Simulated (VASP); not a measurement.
A run of VASP 6.6.1:

INCAR

```
PREC = Accurate ; ENCUT = 520
EDIFF = 1E-6 ; ISMEAR = 0
SIGMA = 0.1 ; LREAL = F
LASPH = T ; NELM = 60
ALGO = Normal ; ISIF = 2
LWAVE = F ; LCHARG = F
LDIPOL = T ; IDIPOL = 3
DIPOL = 0.5 0.5 0.496 ; GGA = PS
NBANDS = 18
```

KPOINTS

```
Automatic mesh
0
Gamma
  9 9 1
```

Contents of POSCAR:

```
Li4F
1.0
    3.0534023716      0.0000000000      0.0000000000
    0.0000000000      3.0534023716      0.0000000000
    0.0000000000      0.0000000000     25.4772445679
Li F
4 1
Direct
    0.5000000000      0.5000000000      0.3336310557
    0.0000000000      0.0000000000      0.4183765436
    0.5000000000      0.5000000000      0.5064914558
    0.0000000000      0.0000000000      0.5914671006
    0.2500000000      0.2500000000      0.6307514019
```

Potentials or basis: VASP PAW PBE potentials, release 64 (Li_sv, F).

Launch:

```sh
$ cat potpaw_PBE.64/Li_sv/POTCAR potpaw_PBE.64/F/POTCAR > POTCAR
$ mpirun -np 1 vasp_std > vasp.out
```

Hardware: 1 thread of AMD EPYC 7R43 64-Core Processor (Zen 3) (shared host).

Q: Estimate the wall time of this run.

A: Run time: 3.5 min on 1 thread of AMD EPYC 7R43 64-Core Processor (Zen 3), on a shared host, peak memory 0.32 GiB. Counts: scf iterations 25, k points 25.
